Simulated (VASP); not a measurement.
A run of VASP 6.6.1 is set up as follows.

Contents of INCAR:

```
  PREC = Accurate
  ENCUT = 520
  EDIFF = 1E-7
  ISMEAR = -1
  SIGMA = 0.15
  LREAL = False
  LASPH = True
  NELM = 60
  ALGO = Fast
  ISIF = 2
  LWAVE = False
  LCHARG = True
  LELF = True
  LVHAR = True
  NBANDS = 36
```

File KPOINTS:

```
Automatic mesh
0
Gamma
  10 10 6
```

The input POSCAR:

```
Ti3Al5
1.0
    3.8521241995      0.0000000000      0.0000000000
    0.0000000000      3.9557884039      0.0000000000
    0.0000000000      0.0000000000      7.9889717528
Ti Al
3 5
Direct
    0.0000000000      0.5000000000      0.2646126191
    0.0000000000      0.5000000000      0.7353873809
    0.5000000000      0.5000000000      0.0000000000
    0.0000000000      0.0000000000      0.0000000000
    0.0000000000      0.0000000000      0.5000000000
    0.5000000000      0.5000000000      0.5000000000
    0.5000000000      0.0000000000      0.2418838216
    0.5000000000      0.0000000000      0.7581161784
```

Potentials or basis: VASP PAW LDA potentials, release 64 (Ti_sv, Al).

Launch:

```sh
$ cat potpaw_LDA.64/Ti_sv/POTCAR potpaw_LDA.64/Al/POTCAR > POTCAR
$ mpirun -np 1 vasp_std > vasp.out
```

Problem. Estimate the pressure.

Solution. 0.2 GPa.

Problem. What does it give for the band gap on the k mesh?

Solution. Zero (an odd number of electrons rules out a gap without spin polarisation).

Forces on the atoms (eV/Å):
```
Ti   0.000  0.000 -0.005
Ti   0.000  0.000  0.005
Ti   0.000  0.000  0.000
Al   0.000  0.000  0.000
Al   0.000  0.000  0.000
Al   0.000  0.000  0.000
Al   0.000  0.000  0.006
Al   0.000  0.000 -0.006
```
